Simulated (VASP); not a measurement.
# In (I4/mmm) in VASP: notebook

In is run at these levels: PBE, LDA; tasks: single point.

All numbers are computed with VASP 6.6.1; they aren't measurements. Logs are shortened: lines on timing, memory, paths and dates and some standing lists are left out, and cuts for length are marked.

**1. The cell of the first run**

It takes space group I4/mmm (No. 139, tetragonal). Conventional cell: a = 3.251 Å, b = 3.251 Å, c = 4.947 Å, α = 90.00°, β = 90.00°, γ = 90.00°. Within 4.3 Å of In (site symmetry 4/mmm) lie 12 In at 3.25 to 3.38 Å.

**2. Single point, PBE**

INCAR reads:

```
SYSTEM = In
PREC = Accurate ; ENCUT = 520
EDIFF = 1E-6 ; ISMEAR = -1
SIGMA = 0.05 ; LREAL = .FALSE.
LASPH = .TRUE. ; NELM = 60
ALGO = Normal ; ISIF = 2
LWAVE = .FALSE. ; LCHARG = .TRUE.
GGA = PE ; LELF = .TRUE.
LVHAR = .TRUE. ; NBANDS = 12
```

KPOINTS reads:

```
Automatic mesh
0
G
  11 11 11
  0 0 0
```

POSCAR reads:

```
In
1.0
   -1.6254700000      1.6254700000      2.4737000000
    1.6254700000     -1.6254700000      2.4737000000
    1.6254700000      1.6254700000     -2.4737000000
In
1
Direct
    0.0000000000      0.0000000000      0.0000000000
```

Potentials or basis: VASP PAW PBE potentials, release 64 (In_d).

Started as:

```bash
cat potpaw_PBE.64/In_d/POTCAR > POTCAR
mpirun -np 1 vasp_std > vasp.out
```

OUTCAR:

```text
SYSTEM = In
   PREC = Accurate
   ENCUT = 520
   EDIFF = 1E-6
   ISMEAR = -1
   LREAL = .FALSE.
   LASPH = .TRUE.
   NELM = 60
   ISIF = 2
   GGA = PE

 ion  position               nearest neighbor table
   1  0.000  0.000  0.000-

  LATTYP: Found a body centered tetragonal cell.
 ALAT       =     3.2509400000
 C/A-ratio  =     1.5218367611

  Lattice vectors:

 A1 = (  -1.6254700000,   1.6254700000,   2.4737000000)
 A2 = (   1.6254700000,  -1.6254700000,   2.4737000000)
 A3 = (   1.6254700000,   1.6254700000,  -2.4737000000)

Analysis of symmetry for initial positions (statically):
=====================================================================
 Subroutine PRICEL returns:
 Original cell was already a primitive cell.

 Routine SETGRP: Setting up the symmetry group for a
 body centered tetragonal supercell.

 Subroutine GETGRP returns: Found 16 space group operations
 (whereof 16 operations were pure point group operations)
 out of a pool of 16 trial point group operations.

The static configuration has the point symmetry D_4h.

Analysis of symmetry for dynamics (positions and initial velocities):
=====================================================================
 Subroutine PRICEL returns:
 Original cell was already a primitive cell.

 Routine SETGRP: Setting up the symmetry group for a
 body centered tetragonal supercell.

 Subroutine GETGRP returns: Found 16 space group operations
 (whereof 16 operations were pure point group operations)
 out of a pool of 16 trial point group operations.

The dynamic configuration has the point symmetry D_4h.

 Subroutine INISYM returns: Found 16 space group operations
 (whereof 16 operations are pure point group operations),
 and found     1 'primitive' translations

----------------------------------------------------------------------------------------

                                     Primitive cell

  volume of cell :      26.1436

  direct lattice vectors                    reciprocal lattice vectors
    -1.625470000  1.625470000  2.473700000     0.000000000  0.307603339  0.202126369
     1.625470000 -1.625470000  2.473700000     0.307603339  0.000000000  0.202126369
     1.625470000  1.625470000 -2.473700000     0.307603339  0.307603339  0.000000000

  length of vectors
     3.376906444  3.376906444  3.376906444     0.368069129  0.368069129  0.435016814

  position of ions in fractional coordinates (direct lattice)
     0.000000000  0.000000000  0.000000000

  ion indices of the primitive-cell ions
   primitive index   ion index
                 1           1

----------------------------------------------------------------------------------------

 KPOINTS: Automatic mesh

Automatic generation of k-mesh.
 Grid dimensions read from file:
 generate k-points for:   11   11   11

 Generating k-lattice:

  Cartesian coordinates                     Fractional coordinates (reciprocal lattice)
     0.000000000  0.027963940  0.018375124     0.090909091  0.000000000 -0.000000000
     0.027963940  0.000000000  0.018375124     0.000000000  0.090909091 -0.000000000
     0.027963940  0.027963940  0.000000000     0.000000000  0.000000000  0.090909091

  Length of vectors
     0.033460830  0.033460830  0.039546983

  Shift w.r.t. Gamma in fractional coordinates (k-lattice)
     0.000000000  0.000000000  0.000000000

 Subroutine IBZKPT returns following result:
 ===========================================

 Found    126 irreducible k-points:

 Following reciprocal coordinates:
            Coordinates               Weight
  0.000000  0.000000  0.000000      1.000000
  0.090909  0.000000 -0.000000      8.000000
  0.181818  0.000000 -0.000000      8.000000
  0.272727  0.000000 -0.000000      8.000000
  0.363636  0.000000 -0.000000      8.000000
  0.454545  0.000000 -0.000000      8.000000
[... 16 lines left out ...]
 -0.272727  0.181818 -0.000000     16.000000
 -0.181818  0.181818  0.000000      4.000000
 [... further k-points ...]
   k-points           NKPTS =    126   k-points in BZ     NKDIM =    126   number of bands    NBANDS=     12
   number of dos      NEDOS =    301   number of ions     NIONS =      1
   total plane-waves  NPLWV =  21952
   dimension x,y,z NGX =    28 NGY =   28 NGZ =   28
   dimension x,y,z NGXF=    56 NGYF=   56 NGZF=   56
   ions per type =               1
   NGX,Y,Z   is equivalent  to a cutoff of  13.78, 13.78, 13.78 a.u.
   NGXF,Y,Z  is equivalent  to a cutoff of  27.57, 27.57, 27.57 a.u.
 SYSTEM =  In
   PREC   = accura    normal or accurate (medium, high low for compatibility)
   ISTART =      0    job   : 0-new  1-cont  2-samecut
   ICHARG =      2    charge: 1-file 2-atom 10-const
   ISPIN  =      1    spin polarized calculation?
   LNONCOLLINEAR =      F non collinear calculations
   LSORBIT =      F    spin-orbit coupling
   LASPH  =      T    aspherical Exc in radial PAW
   ENCUT  =  520.0 eV  38.22 Ry    6.18 a.u.   6.28  6.28  6.28*2*pi/ulx,y,z
   NELM   =     60;   NELMIN=  2; NELMDL= -5     # of ELM steps
   EDIFF  = 0.1E-05   stopping-criterion for ELM
   LREAL  =      F    real-space projection
   EDIFFG = 0.1E-04   stopping-criterion for IOM
   NSW    =      0    number of steps for IOM
   IBRION =     -1    ionic relax: 0-MD 1-quasi-New 2-CG
   NFREE  =      0    steps in history (QN), initial steepest desc. (CG)
   ISIF   =      2    stress and relaxation
   ISYM   =      2    0-nonsym 1-usesym 2-fastsym
   POTIM  = 0.5000    time-step for ionic-motion
   TEBEG  =    0.0;   TEEND  =   0.0 temperature during run
   PSTRESS=    0.0 pullay stress
   NELECT =      13.0000    total number of electrons
   NUPDOWN=      -1.0000    fix difference up-down
   EMIN   =  10.00;   EMAX   =-10.00  energy-range for DOS
   EFERMI =   0.00;   METHOD = LEGACY
   ISMEAR =    -1;   SIGMA  =   0.05  broadening in eV -4-tet -1-fermi 0-gaus
   EFERMI_NEDOS =   21; number of points for ismear=-14 and -15
   IALGO  =     38    algorithm
   IMIX   =      4    mixing-type and parameters
     AMIX     =   0.40;   BMIX     =  1.00
     AMIX_MAG =   1.60;   BMIX_MAG =  1.00
  volume/ion in A,a.u.               =      26.14       176.43
  Fermi-wavevector in a.u.,A,eV,Ry     =   1.296983  2.450943 22.887245  1.682165
  Thomas-Fermi vector in A             =   2.428405
   LORBIT       =      0    0 simple, 1 ext, 2 COOP (PROOUT), +10 PAW based schemes
   GGA     = PE    functional components
   LHFCALC =     F    Hartree Fock is set to
   AEXX    =    0.0000 exact exchange contribution
   IVDW    =     0    specifies the selected vdW correction
   LEPSILON=     F    determine dielectric tensor
   LRPA    =     F    only Hartree local field effects (RPA)
 non-spin polarized calculation
  energy-cutoff  :      520.00
  volume of cell :       26.14
 maximum number of plane-waves:       718
 NGX is ok and might be reduce to    28
   NGX = 13   NGY = 13   NGZ = 13

 number of electron      13.0000006 magnetization

 Free energy of the ion-electron system (eV)
  ---------------------------------------------------
  ext. energy  EPLUGINS =         0.00000000
  ---------------------------------------------------
  free energy    TOTEN  =        -2.55124842 eV

  energy without entropy =       -2.54734025  energy(sigma->0) =       -2.54929433

 E-fermi :   7.5645     XC(G=0): -10.2563

 val. band max:        7.5539145315   @ k =   0.3636   0.2727   0.1818
 cond. band min:       7.5927659933   @ k =  -0.4545  -0.4545   0.1818
 fundamental gap:      0.0388514618
 Fermi energy:         7.5644747201

 k-point     1 :       0.0000    0.0000    0.0000
  band No.  band energies     occupation
      1      -7.1772      2.00000
      2      -7.0708      2.00000
      3      -7.0708      2.00000
      4      -6.9897      2.00000
      5      -6.8864      2.00000
      6      -2.0183      2.00000
      7      18.0780      0.00000
      8      18.0780      0.00000
      9      18.2528      0.00000
     10      19.1099      0.00000
     11      21.4940      0.00000
     12      21.6210      0.00000

 k-point     2 :       0.0909    0.0000   -0.0000
  band No.  band energies     occupation
      1      -7.1646      2.00000
      2      -7.0718      2.00000
      3      -7.0581      2.00000
      4      -6.9866      2.00000
      5      -6.8914      2.00000
      6      -1.8368      2.00000
      7      16.0871      0.00000
      8      17.7566      0.00000
      9      17.8611      0.00000
     10      18.9201      0.00000
     11      21.8656      0.00000
     12      22.0981      0.00000

 k-point     3 :       0.1818    0.0000   -0.0000
  band No.  band energies     occupation
      1      -7.1449      2.00000
      2      -7.0816      2.00000
      3      -7.0321      2.00000
      4      -6.9590      2.00000
      5      -6.8962      2.00000
      6      -1.2860      2.00000
      7      12.9595      0.00000
      8      16.9032      0.00000
      9      17.4398      0.00000
     10      18.8606      0.00000
     11      20.7640      0.00000
     12      23.2052      0.00000
[... 286 lines left out ...]
 k-point    23 :      -0.2727    0.1818   -0.0000
  band No.  band energies     occupation
      1      -7.1640      2.00000
      2      -7.0381      2.00000
      3      -6.9875      2.00000
      4      -6.9619      2.00000
      5      -6.8726      2.00000
      6      -0.2942      2.00000
      7      12.2321      0.00000
      8      14.0450      0.00000
      9      15.2788      0.00000
     10      17.0924      0.00000
     11      18.0361      0.00000
     12      23.5992      0.00000

 k-point    24 :      -0.1818    0.1818    0.0000
  band No.  band energies     occupation
      1      -7.1408      2.00000
      2      -7.0449      2.00000
      3      -6.9966      2.00000
      4      -6.9913      2.00000
      5      -6.9082      2.00000
      6      -0.9974      2.00000
      7      14.7016      0.00000
      8      14.9546      0.00000
      9      15.6314      0.00000
     10      16.8612      0.00000
     11      19.0482      0.00000
     12      24.0111      0.00000

 [... further k-points ...]
[... 5 lines left out ...]
  --------------------------------------------------------------------------------------
  -------------------------------------------------------------------------------------
  Total        0.3547498      0.3547498      0.2676365      0.0000000      0.0000000      0.0000000
  in kB       21.7404134     21.7404134     16.4017801      0.0000000      0.0000000      0.0000000
  external PRESSURE =      19.9608690 kB  Pullay stress =       0.0000000 kB

 VOLUME and BASIS-vectors are now :
 -----------------------------------------------------------------------------
  energy-cutoff  :      520.00
  volume of cell :       26.14
      direct lattice vectors                 reciprocal lattice vectors
    -1.625470000  1.625470000  2.473700000     0.000000000  0.307603339  0.202126369
     1.625470000 -1.625470000  2.473700000     0.307603339  0.000000000  0.202126369
     1.625470000  1.625470000 -2.473700000     0.307603339  0.307603339  0.000000000

 POSITION                                       TOTAL-FORCE (eV/Angst)
 -----------------------------------------------------------------------------------
      0.00000      0.00000      0.00000         0.000000     -0.000000     -0.000000
 -----------------------------------------------------------------------------------
    total drift:                               -0.000000     -0.000000     -0.000000

  FREE ENERGIE OF THE ION-ELECTRON SYSTEM (eV)
  ---------------------------------------------------
  free  energy   TOTEN  =        -2.5512484184 eV

  energy  without entropy=       -2.5473402482  energy(sigma->0) =       -2.54929433
```

Run time: 31 s. Hardware: 1 thread of Intel Xeon Platinum 8259CL at 2.50GHz (Skylake/Cascade Lake), shared host; peak memory 0.18 GiB.

Results:

```
Free energy : -2.5512 eV
Pressure    : 2.0 GPa
```

Stress tensor (GPa, compression positive):
```
2.17 0.00 0.00
0.00 2.17 0.00
0.00 0.00 1.64
```

Levels at points of the mesh, in eV from the Fermi level:
```csv
k point,band 4,band 5,band 6,band 7,band 8,band 9
"(0.00, 0.00, 0.00)",-14.55,-14.45,-9.58,10.51,10.51,10.69
```

Caveat: spin-orbit coupling is left out, which moves the levels of the heavy elements.

**3. Single point, LDA**

This run uses another cell than the first one, of 26.67 Å³/atom, 1.020 times its volume.

INCAR reads:

```
SYSTEM = In
  ALGO = Normal
  EDIFF = 1E-7
  ENCUT = 520
  GGA = CA
  ISIF = 2
  ISMEAR = -1
  LASPH = .TRUE.
  LCHARG = .FALSE.
  LREAL = .FALSE.
  LWAVE = .FALSE.
  NBANDS = 12
  NELM = 100
  PREC = Accurate
  SIGMA = 0.05
```

KPOINTS reads:

```
k-points
0
G
  11 11 11
  0 0 0
```

POSCAR reads:

```
In
1.0
   -1.6362350157      1.6362350157      2.4900825966
    1.6362350157     -1.6362350157      2.4900825966
    1.6362350157      1.6362350157     -2.4900825966
In
1
Direct
    0.0000000000      0.0000000000      0.0000000000
```

Potentials or basis: VASP PAW LDA potentials, release 64 (In_d).

Started as:

```bash
cat potpaw_LDA.64/In_d/POTCAR > POTCAR
mpirun -np 1 vasp_std > vasp.out
```

OUTCAR:

```text
SYSTEM = In
   EDIFF = 1E-7
   ENCUT = 520
   GGA = CA
   ISIF = 2
   ISMEAR = -1
   LASPH = .TRUE.
   LREAL = .FALSE.
   NELM = 100
   PREC = Accurate

 ion  position               nearest neighbor table
   1  0.000  0.000  0.000-

  LATTYP: Found a body centered tetragonal cell.
 ALAT       =     3.2724700314
 C/A-ratio  =     1.5218367610

  Lattice vectors:

 A1 = (  -1.6362350157,   1.6362350157,   2.4900825966)
 A2 = (   1.6362350157,  -1.6362350157,   2.4900825966)
 A3 = (   1.6362350157,   1.6362350157,  -2.4900825966)

Analysis of symmetry for initial positions (statically):
=====================================================================
 Subroutine PRICEL returns:
 Original cell was already a primitive cell.

 Routine SETGRP: Setting up the symmetry group for a
 body centered tetragonal supercell.

 Subroutine GETGRP returns: Found 16 space group operations
 (whereof 16 operations were pure point group operations)
 out of a pool of 16 trial point group operations.

The static configuration has the point symmetry D_4h.

Analysis of symmetry for dynamics (positions and initial velocities):
=====================================================================
 Subroutine PRICEL returns:
[... 161 lines left out ...]

 k-point     1 :       0.0000    0.0000    0.0000
  band No.  band energies     occupation
      1      -7.5971      2.00000
      2      -7.4929      2.00000
      3      -7.4929      2.00000
      4      -7.4144      2.00000
      5      -7.3155      2.00000
      6      -2.4317      2.00000
      7      17.2490      0.00000
      8      17.2490      0.00000
      9      17.4017      0.00000
     10      18.6492      0.00000
     11      20.8440      0.00000
     12      20.9877      0.00000
[... 331 lines left out ...]
 k-point    24 :      -0.1818    0.1818    0.0000
  band No.  band energies     occupation
      1      -7.5599      2.00000
      2      -7.4691      2.00000
      3      -7.4209      2.00000
      4      -7.4160      2.00000
      5      -7.3360      2.00000
      6      -1.4285      2.00000
      7      13.9985      0.00000
      8      14.2564      0.00000
      9      14.8227      0.00000
     10      16.3750      0.00000
     11      18.4868      0.00000
     12      23.3296      0.00000

 [... further k-points ...]
[... 5 lines left out ...]
  --------------------------------------------------------------------------------------
  -------------------------------------------------------------------------------------
  Total       -0.5373760     -0.5373760     -0.5320298      0.0000000     -0.0000000      0.0000000
  in kB      -32.2867066    -32.2867066    -31.9654939      0.0000000     -0.0000000      0.0000000
  external PRESSURE =     -32.1796357 kB  Pullay stress =       0.0000000 kB

 VOLUME and BASIS-vectors are now :
 -----------------------------------------------------------------------------
  energy-cutoff  :      520.00
  volume of cell :       26.67
      direct lattice vectors                 reciprocal lattice vectors
    -1.636235016  1.636235016  2.490082597     0.000000000  0.305579575  0.200796552
     1.636235016 -1.636235016  2.490082597     0.305579575  0.000000000  0.200796552
     1.636235016  1.636235016 -2.490082597     0.305579575  0.305579575  0.000000000

 POSITION                                       TOTAL-FORCE (eV/Angst)
 -----------------------------------------------------------------------------------
      0.00000      0.00000      0.00000         0.000000      0.000000      0.000000
 -----------------------------------------------------------------------------------
    total drift:                               -0.000000     -0.000000     -0.000000

  FREE ENERGIE OF THE ION-ELECTRON SYSTEM (eV)
  ---------------------------------------------------
  free  energy   TOTEN  =        -3.1956592682 eV

  energy  without entropy=       -3.1915686556  energy(sigma->0) =       -3.19361396
```

stdout:

```text
POSCAR found type information on POSCAR In
 POSCAR found :  1 types and       1 ions
 scaLAPACK will be used
 LDA part: xc-table for (Slater(with rela. corr.)+CA(PZ))
 , standard interpolation
 POSCAR, INCAR and KPOINTS ok, starting setup
 FFT: planning ... GRIDC
 FFT: planning ... GRID_SOFT
 FFT: planning ... GRID
 WAVECAR not read
 entering main loop
```

It took 33 s on 1 thread of Intel Xeon Platinum 8259CL at 2.50GHz (Skylake/Cascade Lake), shared host; peak memory 0.16 GiB.

Results:

```
Free energy : -3.1957 eV
Pressure    : -3.2 GPa
```

Levels at points of the mesh, in eV from the Fermi level:
| k point | band 4 | band 5 | band 6 | band 7 | band 8 | band 9 |
| --- | --- | --- | --- | --- | --- | --- |
| (0.00, 0.00, 0.00) | -14.43 | -14.33 | -9.45 | 10.23 | 10.23 | 10.38 |

Caveat: spin-orbit coupling is left out, which moves the levels of the heavy elements.
